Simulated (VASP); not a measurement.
# Zn5BiO (F-43m) in VASP: further runs, part 2 of 2

VASP 6.6.1.

### 3 Relaxation of cell and atoms, PBE

This run uses another cell than the first one, of 15.43 Å³/atom, 0.806 times its volume.

Contents of INCAR:

```
ALGO = Normal
EDIFF = 1E-7
EDIFFG = -0.08
ENCUT = 600
GGA = PE
IBRION = 2
ISIF = 3
ISMEAR = 0
LASPH = T
LCHARG = F
LREAL = F
LWAVE = F
NELM = 60
NSW = 36
PREC = Accurate
SIGMA = 0.2
```

Contents of KPOINTS:

```
k-points
0
Gamma
  4 4 4
```

Contents of POSCAR:

```
Zn5BiO
1.0
    0.0000000000      3.7800000000      3.7800000000
    3.7800000000      0.0000000000      3.7800000000
    3.7800000000      3.7800000000      0.0000000000
Zn Bi O
5 1 1
Direct
    0.6400000000      0.6400000000      0.6400000000
    0.0800000000      0.6400000000      0.6400000000
    0.6400000000      0.0800000000      0.6400000000
    0.6400000000      0.6400000000      0.0800000000
    0.2500000000      0.2500000000      0.2500000000
    0.0000000000      0.0000000000      0.0000000000
    0.5000000000      0.5000000000      0.5000000000
```

Potentials or basis: VASP PAW PBE potentials, release 64 (Zn, Bi_d, O).

Command:

```console
$ cat potpaw_PBE.64/Zn/POTCAR potpaw_PBE.64/Bi_d/POTCAR potpaw_PBE.64/O/POTCAR > POTCAR
$ mpirun -np 1 vasp_std > vasp.out
```

OUTCAR:

```text
EDIFF = 1E-7
   EDIFFG = -0.08
   ENCUT = 600
   GGA = PE
   IBRION = 2
   ISIF = 3
   ISMEAR = 0
   LASPH = T
   LREAL = F
   NELM = 60
   NSW = 36
   PREC = Accurate

 ion  position               nearest neighbor table
   1  0.640  0.640  0.640-   7 1.83   3 2.35   4 2.35   2 2.35   4 2.99   3 2.99   2 2.99   6 3.11
                             6 3.11   6 3.11
   2  0.080  0.640  0.640-   7 1.83   3 2.35   4 2.35   1 2.35   4 2.99   3 2.99   1 2.99   6 3.11
                             6 3.11   6 3.11
   3  0.640  0.080  0.640-   7 1.83   2 2.35   4 2.35   1 2.35   1 2.99   4 2.99   2 2.99   6 3.11
                             6 3.11   6 3.11
   4  0.640  0.640  0.080-   7 1.83   2 2.35   3 2.35   1 2.35   1 2.99   3 2.99   2 2.99   6 3.11
                             6 3.11   6 3.11
   5  0.250  0.250  0.250-   6 3.27   6 3.27   6 3.27   6 3.27
   6  0.000  0.000  0.000-   1 3.11   1 3.11   1 3.11   2 3.11   3 3.11   4 3.11   4 3.11   3 3.11
                             2 3.11   4 3.11   3 3.11   2 3.11   5 3.27   5 3.27   5 3.27   5 3.27
   7  0.500  0.500  0.500-   1 1.83   2 1.83   3 1.83   4 1.83

  LATTYP: Found a face centered cubic cell.
[... 186 lines left out ...]
  in kB      215.7427551    215.7427551    215.7427551      0.0000000     -0.0000000      0.0000000
  external PRESSURE =     215.7427551 kB  Pullay stress =       0.0000000 kB
[... 151 lines left out ...]
--------------------------------------- Ionic step        5  -------------------------------------------

 number of electron      81.0000003 magnetization

 Free energy of the ion-electron system (eV)
  ---------------------------------------------------
  ext. energy  EPLUGINS =         0.00000000
  ---------------------------------------------------
  free energy    TOTEN  =       -15.08803770 eV

  energy without entropy =      -15.02321993  energy(sigma->0) =      -15.05562881

 E-fermi :   3.3614     XC(G=0): -10.3219

 val. band max:        3.3060022386   @ k =  -0.2500   0.2500   0.0000
 cond. band min:       3.5273959990   @ k =  -0.2500   0.2500   0.0000
 fundamental gap:      0.2213937604
 Fermi energy:         3.3613828543

 k-point     1 :       0.0000    0.0000    0.0000
  band No.  band energies     occupation
      1     -19.4702      2.00000
      2     -19.4702      2.00000
      3     -19.4628      2.00000
      4     -19.4628      2.00000
      5     -19.4628      2.00000
      6     -16.4857      2.00000
[... 431 lines left out ...]
  FREE ENERGIE OF THE ION-ELECTRON SYSTEM (eV)
  ---------------------------------------------------
  free  energy   TOTEN  =       -15.0880376984 eV

  energy  without entropy=      -15.0232199262  energy(sigma->0) =      -15.05562881

 reached required accuracy - stopping structural energy minimisation
```

OSZICAR:

```text
N       E                     dE             d eps       ncg     rms          rms(c)
DAV:   1     0.800998205962E+03    0.80100E+03   -0.41957E+04   768   0.279E+03
DAV:   2     0.908937225684E+02   -0.71010E+03   -0.68684E+03   768   0.613E+02
DAV:   3    -0.101232294123E+02   -0.10102E+03   -0.98203E+02   824   0.210E+02
[... 66 lines left out ...]
DAV:   6    -0.150880376776E+02    0.71098E-05   -0.42515E-05   904   0.495E-02    0.975E-03
DAV:   7    -0.150880375936E+02    0.84028E-07   -0.17788E-05   832   0.174E-02    0.653E-03
DAV:   8    -0.150880373392E+02    0.25446E-06   -0.26141E-06   968   0.126E-02    0.213E-03
DAV:   9    -0.150880376927E+02   -0.35354E-06   -0.85000E-07   672   0.431E-03    0.111E-03
DAV:  10    -0.150880376984E+02   -0.57116E-08   -0.45190E-08   384   0.198E-03
   5 F= -.15088038E+02 E0= -.15055629E+02  d E =-.116465E-01
```

CONTCAR:

```text
Zn5BiO
   1.00000000000000
     0.0000000000000000    4.0687152399302544    4.0687152399302544
     4.0687152399302544   -0.0000000000000000    4.0687152399302544
     4.0687152399302544    4.0687152399302544    0.0000000000000000
  Zn              Bi              O
     5     1     1
Direct
     0.6395260648344320    0.6395260648344320    0.6395260648344320
     0.0814218054967039    0.6395260648344320    0.6395260648344320
     0.6395260648344320    0.0814218054967039    0.6395260648344320
     0.6395260648344320    0.6395260648344320    0.0814218054967039
     0.2500000000000000    0.2500000000000000    0.2500000000000000
     0.0000000000000000    0.0000000000000000    0.0000000000000000
     0.5000000000000000    0.5000000000000000    0.5000000000000000

  0.00000000E+00  0.00000000E+00  0.00000000E+00
  0.00000000E+00  0.00000000E+00  0.00000000E+00
  0.00000000E+00  0.00000000E+00  0.00000000E+00
  0.00000000E+00  0.00000000E+00  0.00000000E+00
  0.00000000E+00  0.00000000E+00  0.00000000E+00
  0.00000000E+00  0.00000000E+00  0.00000000E+00
  0.00000000E+00  0.00000000E+00  0.00000000E+00
```

It took 9.1 min on 1 thread of AMD EPYC 7R13, shared host; peak memory 0.33 GiB.

Results:

| Property | Result |
| --- | --- |
| Free energy | -15.0880 eV |
| Relaxed volume | 19.24 Å³/atom |
| Relaxed cell | a = 5.754 Å, b = 5.754 Å, c = 5.754 Å, α = 60.00°, β = 60.00°, γ = 60.00° |
| Space group after relaxing (to 0.05 Å) | F-43m (No. 216) |
| Energy gained by relaxing | 207.1 meV/atom |
| Ionic steps | 5 |
| Pressure after relaxing | 0.0 GPa |
| Largest force after relaxing | 0.020 eV/Å |

Forces in eV/Å, atoms in the order of the input:
```
Zn   0.012  0.012  0.012
Zn   0.012 -0.012 -0.012
Zn  -0.012  0.012 -0.012
Zn  -0.012 -0.012  0.012
Zn   0.000  0.000  0.000
Bi   0.000  0.000  0.000
O    0.000  0.000  0.000
```

The path:
| step | energy change (eV) | largest force (eV/Å) | pressure (GPa) | volume (Å³) |
| --- | --- | --- | --- | --- |
| 1 | 0.0000 | 0.2519 | 21.57 | 108.02 |
| 2 | -1.3262 | 0.4750 | -3.41 | 143.87 |
| 3 | -1.4379 | 0.3607 | 0.30 | 133.76 |
| 4 | -1.4382 | 0.3682 | 0.05 | 134.32 |
| 5 | -1.4499 | 0.0199 | 0.00 | 134.71 |

Final structure:
```
Zn Bi O
1.0
     0.00000    4.06872    4.06872
     4.06872    0.00000    4.06872
     4.06872    4.06872    0.00000
Zn Bi O
5 1 1
Direct
  0.63953 0.63953 0.63953
  0.08142 0.63953 0.63953
  0.63953 0.08142 0.63953
  0.63953 0.63953 0.08142
  0.25000 0.25000 0.25000
  0.00000 0.00000 0.00000
  0.50000 0.50000 0.50000
```

Caveat: the volume moved by over 15 % at a fixed basis, so the end points are rough; spin-orbit coupling is left out, which moves the levels of the heavy elements; an odd number of electrons without spin polarisation forces a metal; a magnetic or distorted state may lie lower; the relaxation stopped at a loose force limit of 0.08 eV/Å, so its end isn't a converged minimum.

### 4 Relaxation of cell and atoms, PBE

Contents of INCAR:

```
PREC = Accurate
ENCUT = 600
EDIFF = 1E-7
ISMEAR = 0
SIGMA = 0.1
LREAL = F
LASPH = T
NELM = 80
ALGO = Normal
ISIF = 3
LWAVE = F
LCHARG = F
GGA = PE
IBRION = 2
NSW = 100
EDIFFG = -0.01
```

Contents of KPOINTS:

```
regular mesh
0
Gamma
  8 8 8
```

Contents of POSCAR:

```
Zn5BiO
1.0
    0.0000000000      4.0615989224      4.0615989224
    4.0615989224      0.0000000000      4.0615989224
    4.0615989224      4.0615989224      0.0000000000
Zn Bi O
5 1 1
Direct
    0.3604905125      0.9185284626      0.3604905125
    0.3604905125      0.3604905125      0.9185284626
    0.9185284626      0.3604905125      0.3604905125
    0.3604905125      0.3604905125      0.3604905125
    0.7500000000      0.7500000000      0.7500000000
    0.0000000000      0.0000000000      0.0000000000
    0.5000000000      0.5000000000      0.5000000000
```

Command:

```console
$ cat potpaw_PBE.64/Zn/POTCAR potpaw_PBE.64/Bi_d/POTCAR potpaw_PBE.64/O/POTCAR > POTCAR
$ mpirun -np 1 vasp_std > vasp.out
```

Wall time 8.3 min (1 thread of Intel Xeon 6975P-C, shared host); peak memory 0.45 GiB.

It converged, with:

| Item | Value |
| --- | --- |
| Free energy | -15.2011 eV |
| Relaxed volume | 19.22 Å³/atom |
| Relaxed cell | a = 5.751 Å, b = 5.751 Å, c = 5.751 Å, α = 60.00°, β = 60.00°, γ = 60.00° |
| Space group after relaxing (to 0.05 Å) | F-43m (No. 216) |
| Energy gained by relaxing | 0.1 meV/atom |
| Ionic steps | 2 |
| Pressure after relaxing | 0.0 GPa |

Step by step:
| step | energy change (eV) | largest force (eV/Å) | pressure (GPa) | volume (Å³) |
| --- | --- | --- | --- | --- |
| 1 | 0.0000 | 0.0470 | 0.22 | 134.01 |
| 2 | -0.0006 | 0.0020 | 0.01 | 134.52 |

Final structure:
```
Zn Bi O
1.0
     0.00000    4.06683    4.06683
     4.06683    0.00000    4.06683
     4.06683    4.06683    0.00000
Zn Bi O
5 1 1
Direct
  0.36065 0.91805 0.36065
  0.36065 0.36065 0.91805
  0.91805 0.36065 0.36065
  0.36065 0.36065 0.36065
  0.75000 0.75000 0.75000
  0.00000 0.00000 0.00000
  0.50000 0.50000 0.50000
```

Levels at points of the mesh, in eV from the Fermi level:
| k point | band 36 | band 37 | band 38 | band 39 | band 40 | band 41 | band 42 | band 43 | band 44 | band 45 |
| --- | --- | --- | --- | --- | --- | --- | --- | --- | --- | --- |
| (0.00, 0.00, 0.00) | -5.11 | -2.09 | -1.96 | -1.96 | -1.96 | -0.76 | -0.76 | -0.76 | 1.33 | 1.33 |
| (0.50, 0.00, 0.00) | -5.11 | -3.35 | -2.75 | -2.75 | -0.20 | 0.22 | 0.22 | 2.08 | 2.29 | 2.29 |
| (0.50, 0.50, 0.00) | -4.86 | -3.33 | -2.42 | -2.42 | -2.17 | 1.39 | 2.31 | 2.62 | 2.62 | 3.48 |

Caveat: spin-orbit coupling is left out, which moves the levels of the heavy elements; an odd number of electrons without spin polarisation forces a metal; a magnetic or distorted state may lie lower.

### 5 The runs side by side

| task | cell | k mesh | cutoff (eV) | smearing | gap on the mesh (eV) | pressure (GPa) | relaxed volume (Å³/atom) | largest force (eV/Å) |
| --- | --- | --- | --- | --- | --- | --- | --- | --- |
| single point | a = 5.744 Å, angles 60.0°, 7 atoms | 4 × 4 × 4 | 520 | gaussian 0.2 eV | none | 0.3 | - | 0.04 |
| relaxation of cell and atoms | relaxed from a = 5.346 Å, angles 60.0°, 7 atoms | 4 × 4 × 4 | 600 | gaussian 0.2 eV | none | 0.0 | 19.24 | 0.02 |
| relaxation of cell and atoms | relaxed from a = 5.744 Å, angles 60.0°, 7 atoms | 8 × 8 × 8 | 600 | gaussian 0.1 eV | none | 0.0 | 19.22 | - |

Alike in all rows: level PBE; potentials or basis VASP PAW PBE potentials, release 64 (Zn, Bi_d, O); no spin polarisation.

Caveats: spin-orbit coupling is left out, which moves the levels of the heavy elements; an odd number of electrons without spin polarisation forces a metal; a magnetic or distorted state may lie lower; the volume moved by over 15 % at a fixed basis, so the end points are rough (some runs); the relaxation stopped at a loose force limit of 0.08 eV/Å, so its end isn't a converged minimum (some runs).

Absolute energies hang on the potentials; compare differences alone.
